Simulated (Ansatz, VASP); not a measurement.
**BaOs: VASP beside Ansatz**

File POSCAR:

```
BaOs
1.0
    3.7279657443      0.0000000000      0.0000000000
    0.0000000000      3.7279657443      0.0000000000
    0.0000000000      0.0000000000      3.7279657443
Ba Os
1 1
Direct
    0.0000000000      0.0000000000      0.0000000000
    0.5000000000      0.5000000000      0.5000000000
```

File INCAR.step1:

```
  PREC = Accurate
  ENCUT = 520
  ISMEAR = 0
  SIGMA = 0.05
  LREAL = F
  LASPH = T
  NELM = 60
  NBANDS = 16
  GGA = PE
  ALGO = Normal
  EDIFF = 1E-4
  LWAVE = T
  LCHARG = F
```

INCAR.step2

```
  PREC = Accurate
  ENCUT = 520
  EDIFF = 1E-6
  ISMEAR = 0
  SIGMA = 0.05
  LREAL = F
  LASPH = T
  NELM = 60
  ALGO = Normal
  ISIF = 2
  LWAVE = F
  LCHARG = F
  METAGGA = R2SCAN
  LMIXTAU = T
  NBANDS = 16
  ISTART = 1
```

The input KPOINTS:

```
Automatic mesh
0
Gamma
  8 8 8
```

Input for Ansatz:

```yaml
crystal:
  lattice:
    - [3.7279657443, 0.0, 0.0]
    - [0.0, 3.7279657443, 0.0]
    - [0.0, 0.0, 3.7279657443]
  atoms:
    - { symbol: Ba, position: [0.0, 0.0, 0.0] }
    - { symbol: Os, position: [0.5, 0.5, 0.5] }
basis:
  ecutwfc: 500
  ecutrho_ratio: 4
kpoints:
  mp_grid: { grid: [8, 8, 8] }
hamiltonian:
  xc: r2scan
scf:
  occupations: { method: gaussian, width: 0.05 }
output:
  forces: true
  stress: true
  eigenvalues: true
  populations: true
  write_density: true
  write_potential: true
  elf: true
  volumetric_format: npy
```

Alike in both runs: task single point; functional r2SCAN; k mesh 8 × 8 × 8; occupations gaussian, width 0.05 eV; no spin polarisation.

|  | VASP | Ansatz |
| --- | --- | --- |
| version | VASP 6.6.1 | Ansatz 0.2.0 |
| potentials or method | VASP PAW PBE potentials, release 64 (Ba_sv, Os), cutoff 520 eV | scalar-relativistic, plane waves, PAW |
| valence electrons in the cell | 18 | 26 |

VASP gave:

* gap on the k mesh at the Fermi level (eV): none
* pressure (GPa): 1.8

Problem. Which values does Ansatz return?

Solution. gap on the k mesh at the Fermi level (eV): none; pressure (GPa): -0.2.

VASP's potentials were made for PBE, not for r2SCAN. A gap of «none» marks a metal or a gap that the smearing closes. VASP's potentials hold 18 valence electrons a cell and Ansatz's 26, so a difference there can come from the potentials and not from the codes.

Neither program's run includes spin-orbit coupling.
